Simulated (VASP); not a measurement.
## AlN: electric field gradients with PBEsol

AlN:

```
Al N
1.0
     3.11100   -0.04667   -0.04667
    -1.59591    2.71754   -0.01708
    -0.07467   -0.07467    4.97800
Al N
2 2
Direct
  0.33333 0.66667 0.00000
  0.66667 0.33333 0.50000
  0.33333 0.66667 0.38500
  0.66667 0.33333 0.88500
```

This cell differs from its parent crystal: equal xy, yz and zx shear strains of -3 %.

```yaml
Program: VASP 6.6.1
Task: electric field gradients
Functional: PBEsol
Potentials_or_basis: VASP PAW PBE potentials, release 64 (Al, N)
Cutoff: 520 eV
k_mesh: 11 × 11 × 6
Occupations: fermi-dirac, width 0.02 eV
Spin: no spin polarisation
Dipole_correction: no
Further_INCAR_settings: ALGO = Normal; EDIFF = 1e-08; NBANDS = 16
```

| Item | Value |
| --- | --- |
| Pressure | 0.8 GPa |
| Largest force | 0.633 eV/Å |
| Band gap on the k mesh | 4.01 eV |
| Largest electric field gradient by atom | Al -11.6, +9.6; N -6.4, -7.8 V/Å² |

Forces on the atoms (eV/Å):
```
Al   0.505  0.204  0.216
Al  -0.128  0.169  0.184
N    0.181 -0.169 -0.180
N   -0.558 -0.204 -0.220
```

Stress tensor (GPa, compression positive):
```
 1.52  5.38  3.82
 5.38  1.50  3.80
 3.82  3.80 -0.52
```

Levels at points of the mesh, in eV from the valence-band top:
| k point | band 4 | band 5 | band 6 | band 7 | band 8 | band 9 | band 10 | band 11 | band 12 | band 13 |
| --- | --- | --- | --- | --- | --- | --- | --- | --- | --- | --- |
| (0.00, 0.00, 0.00) | -1.09 | -0.92 | -0.42 | -0.32 | 0.00 | 4.01 | 6.45 | 10.37 | 10.69 | 11.25 |
| (0.00, 0.00, 0.50) | -3.44 | -0.83 | -0.75 | -0.62 | -0.54 | 6.25 | 6.29 | 10.08 | 10.11 | 10.83 |

Electric field gradients, principal values (V/Å²):
```tsv
atom	least	middle	greatest (by size)
1 Al	2.065	9.578	-11.643
2 Al	-2.152	-7.466	9.619
3 N	3.038	3.322	-6.359
4 N	3.563	4.249	-7.812
```

Wall time 110 s on 1 thread of AMD EPYC 9R45 96-Core Processor (Zen 5), with other jobs on the host, peak memory 0.28 GiB.

Caveat: the cell differs from its parent crystal (equal xy, yz and zx shear strains of -3 %); without QUAD_EFG the Cq values of the log hold for a quadrupole moment of 1 mb, not for the nuclei; the PAW data sets were made with another functional, which shifts forces and pressure a little. A k mesh can miss the band edges.
